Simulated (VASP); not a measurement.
Set up this calculation in VASP 6.6.1, as the native input.

- Task: single point
- Functional: PBE
- Potentials or basis: VASP PAW PBE potentials, release 64 (Yb, Se)
- Cutoff: 520 eV
- k mesh: 4 × 4 × 4
- Occupations: gaussian, width 0.0126 eV
- Spin: no spin polarisation
- Dipole correction: no
- k mesh for the DOS: 6 × 6 × 6
- Occupations for the DOS: tetrahedron
- Further INCAR settings: ALGO = Normal; EDIFF = 1e-06

Crystal: YbSe2.

```
Yb Se
1.0
    -2.46742    3.81569    4.33055
     4.93484    0.00000    0.00000
     2.46742    3.81569   -4.33055
Yb Se
2 4
Direct
  0.79000 0.54000 0.71000
  0.21000 0.46000 0.29000
  0.23000 0.17000 0.89000
  0.61000 0.17000 0.27000
  0.77000 0.83000 0.11000
  0.39000 0.83000 0.73000
```

The input as run:

POSCAR

```
YbSe2
1.0
   -2.4674197800      3.8156906600      4.3305519100
    4.9348395600      0.0000000000      0.0000000000
    2.4674197800      3.8156906600     -4.3305519100
Yb Se
2 4
Direct
    0.7900000000      0.5400000000      0.7100000000
    0.2100000000      0.4600000000      0.2900000000
    0.2300000000      0.1700000000      0.8900000000
    0.6100000000      0.1700000000      0.2700000000
    0.7700000000      0.8300000000      0.1100000000
    0.3900000000      0.8300000000      0.7300000000
```

INCAR.step1

```
  ALGO = Normal
  EDIFF = 1E-6
  ENCUT = 520
  GGA = PE
  ISIF = 2
  ISMEAR = 0
  LASPH = T
  LCHARG = T
  LMAXMIX = 6
  LREAL = F
  LWAVE = F
  NBANDS = 45
  NELM = 100
  PREC = Accurate
  SIGMA = 0.0126
```

KPOINTS.step1

```
k-points
0
Gamma
  4 4 4
```

INCAR.step2

```
  ALGO = Normal
  EDIFF = 1E-6
  ENCUT = 520
  GGA = PE
  ICHARG = 11
  ISIF = 2
  ISMEAR = -5
  LASPH = T
  LCHARG = F
  LMAXMIX = 6
  LORBIT = 11
  LREAL = F
  LWAVE = F
  NEDOS = 2001
  NELM = 100
  PREC = Accurate
  SIGMA = 0.0126
```

KPOINTS.step2

```
k-points
0
Gamma
  6 6 6
```

Potentials or basis: VASP PAW PBE potentials, release 64 (Yb, Se).

Command:

```sh
$ cat potpaw_PBE.64/Yb/POTCAR potpaw_PBE.64/Se/POTCAR > POTCAR
$ cp INCAR.step1 INCAR
$ cp KPOINTS.step1 KPOINTS
$ mpirun -np 1 vasp_std > vasp.out
$ cp INCAR.step2 INCAR
$ cp KPOINTS.step2 KPOINTS
$ mpirun -np 1 vasp_std > vasp.out
```

It gave:

The valence electrons inside the program's atomic spheres are Yb 21.95; Se 3.72.

Caveat: the k points lie up to 0.37 Å⁻¹ apart.

Run time: 21 min on 1 thread of Intel(R) Xeon(R) Platinum 8259CL CPU @ 2.50GHz (Skylake/Cascade Lake), with other jobs on the host, peak memory 0.47 GiB.
